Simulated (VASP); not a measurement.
AlGaAs2: single point with PBEsol

AlGaAs2:

```
Al Ga As
1.0
     5.18737    0.00061   -0.00115
    -0.00754    5.74360   -0.00141
     0.00109   -0.00105    4.95575
Al Ga As
2 2 4
Direct
  0.00414 0.27999 0.20374
  0.50413 0.77884 0.20389
  0.00398 0.58339 0.70367
  0.50392 0.08217 0.70390
  0.00406 0.13931 0.70369
  0.00409 0.73775 0.20352
  0.50408 0.23686 0.20405
  0.50397 0.63837 0.70388
```

```
Program                : VASP 6.6.1
Task                   : single point
Functional             : PBEsol
Potentials or basis    : VASP PAW PBE potentials, release 64 (Al, Ga_d, As)
Cutoff                 : 400 eV
k mesh                 : 4 × 4 × 4
Occupations            : gaussian, width 0.1 eV
Spin                   : no spin polarisation
Dipole correction      : no
Further INCAR settings : ALGO = Normal; EDIFF = 1e-06; NBANDS = 36; ISYM = 0
```

The pressure is 0.1 GPa and the largest force is 0.020 eV/Å. The band gap on the k mesh is zero (bands 26 and 27 overlap by 1.33 eV).

Forces in eV/Å, atoms in the order of the input:
```
Al  -0.002  0.006  0.000
Al  -0.001  0.007  0.000
Ga   0.000  0.016 -0.001
Ga   0.003  0.019  0.001
As  -0.004 -0.019  0.000
As   0.002 -0.004  0.003
As   0.003 -0.004 -0.001
As   0.000 -0.019 -0.001
```

Stress tensor (GPa, compression positive):
```
0.04 0.06 0.00
0.06 0.33 0.01
0.00 0.01 0.06
```

Levels at points of the mesh, in eV from the Fermi level:
```
           k point  band 24  band 25  band 26  band 27  band 28  band 29
(0.00, 0.00, 0.00)    -2.25    -2.05    -1.32    -0.90     0.13     0.52
(0.50, 0.00, 0.00)    -1.74    -1.30    -1.30     0.98     0.98     2.50
(0.00, 0.50, 0.00)    -1.41    -1.34    -1.33    -0.02    -0.01     1.49
(0.50, 0.50, 0.00)    -1.51    -0.94    -0.93     1.34     1.36     1.44
(0.00, 0.00, 0.50)    -2.15    -1.85    -1.67     1.42     1.93     3.06
(0.50, 0.00, 0.50)    -0.17     0.36     0.37     2.84     2.85     3.20
(0.00, 0.50, 0.50)    -1.22    -1.21    -1.20     2.04     2.05     2.06
(0.50, 0.50, 0.50)    -0.19     0.29     0.30     1.74     1.76     1.85
```

Wall time 68 s on 1 thread of AMD EPYC 9R45 (Zen 5), with other jobs on the host, peak memory 0.24 GiB.

Caveat: the PAW data sets were made with another functional, which shifts forces and pressure a little.
